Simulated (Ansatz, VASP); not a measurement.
This is a calculation of SnSe for Ansatz 0.2.0.

File input.yaml:

```yaml
crystal:
  lattice:
    - [0.0, 2.9693193375, 2.9693193375]
    - [2.9693193375, 0.0, 2.9693193375]
    - [2.9693193375, 2.9693193375, 0.0]
  atoms:
    - { symbol: Sn, position: [0.0, 0.0, 0.0] }
    - { symbol: Se, position: [0.5, 0.5, 0.5] }
hamiltonian:
  xc: r2scan
  pseudopotentials: { kind: paw }
kpoints:
  mp_grid: { grid: [8, 8, 8] }
scf:
  occupations: { method: fermi_dirac, width: 0.05 }
output:
  forces: true
  stress: true
  eigenvalues: true
```

Potentials or basis: Ansatz PAW.

Launch:

```bash
$ ansatz run input.yaml --threads 1 --pin off --max-ram 3584MiB --backend cpu --events-out ev --progress --plain --runs-dir out
```

**Question.** Translate it to VASP 6.6.1. Potentials there: VASP PAW PBE potentials, release 64 (Sn_d, Se).

**Answer.** As run (the cutoff follows the program's own potentials):

POSCAR

```
SnSe
1.0
    0.0000000000      2.9693193375      2.9693193375
    2.9693193375      0.0000000000      2.9693193375
    2.9693193375      2.9693193375      0.0000000000
Sn Se
1 1
Direct
    0.0000000000      0.0000000000      0.0000000000
    0.5000000000      0.5000000000      0.5000000000
```

File INCAR.step1:

```
PREC = Accurate ; ENCUT = 520
ISMEAR = -1 ; SIGMA = 0.05
LREAL = F ; LASPH = T
NELM = 60 ; NBANDS = 17
GGA = PE ; ALGO = Normal
EDIFF = 1E-4 ; LWAVE = T
LCHARG = F
```

File INCAR.step2:

```
PREC = Accurate ; ENCUT = 520
EDIFF = 1E-7 ; ISMEAR = -1
SIGMA = 0.05 ; LREAL = F
LASPH = T ; NELM = 60
ALGO = Normal ; ISIF = 2
LWAVE = F ; LCHARG = F
METAGGA = R2SCAN ; LMIXTAU = T
NBANDS = 17 ; ISTART = 1
```

KPOINTS

```
regular mesh
0
Gamma
  8 8 8
```

Potentials or basis: VASP PAW PBE potentials, release 64 (Sn_d, Se).

The run is started by

```sh
$ cat potpaw_PBE.64/Sn_d/POTCAR potpaw_PBE.64/Se/POTCAR > POTCAR
$ cp INCAR.step1 INCAR
$ mpirun -np 1 vasp_std > vasp.out
$ cp INCAR.step2 INCAR
$ mpirun -np 1 vasp_std > vasp.out
```

Both were run:

|  | VASP | Ansatz | Ansatz less VASP |
| --- | --- | --- | --- |
| gap on the k mesh at the Fermi level (eV) | 0.65 | 0.65 | 0.000 |
| least direct gap on the mesh (eV) | 0.65 | 0.65 | 0.000 |
| pressure (GPa) | 2.2 | 2.2 | -0.01 |

VASP's potentials were made for PBE, not for r2SCAN. VASP's potentials hold 20 valence electrons a cell and Ansatz's 30, so a difference there can come from the potentials and not from the codes.
